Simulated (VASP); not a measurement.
Crystal: TaN.

```xyz
2
Lattice="0.0000 2.1518 2.1790 2.2062 0.0000 2.1790 2.2062 2.1518 0.0000" Properties=species:S:1:pos:R:3 pbc="T T T"
Ta    2.2062    2.1518    2.1790
N     0.0000    0.0000    0.0000
```

This cell differs from its parent crystal: strain +0.0125 x Voigt [1, -1, 0, 0, 0, 0].

Base run:

- Program: VASP 6.6.1
- Functional: PBEsol
- Potentials or basis: VASP PAW PBE potentials, release 64 (Ta_sv_GW, N)
- Cutoff: 600 eV
- k mesh: 18 × 18 × 18
- Occupations: gaussian, width 0.15 eV
- Spin: no spin polarisation

Its results: band gap on the k mesh zero (band 9 reaches 15.98 eV, above the bottom of band 10 at 11.88 eV); pressure 5.0 GPa.

Problem. The run is repeated on the same cell with these changes: potentials or basis from VASP PAW PBE potentials, release 64 (Ta_sv_GW, N) to VASP PAW PBE potentials, release 64 (Ta_pv, N); cutoff from 600 eV to 520 eV; further incar settings from ALGO = Normal; EDIFF = 1e-06; NBANDS = 16 to ALGO = Normal; EDIFF = 1e-06; NBANDS = 15; valence electrons from 18 to 16. What comes out?

Solution. Band gap on the k mesh zero (band 8 reaches 11.59 eV, above the bottom of band 9 at 7.49 eV); pressure 6.0 GPa.

Caveats: the PAW data sets were made with another functional, which shifts forces and pressure a little; spin-orbit coupling is left out, which moves the levels of the heavy elements.
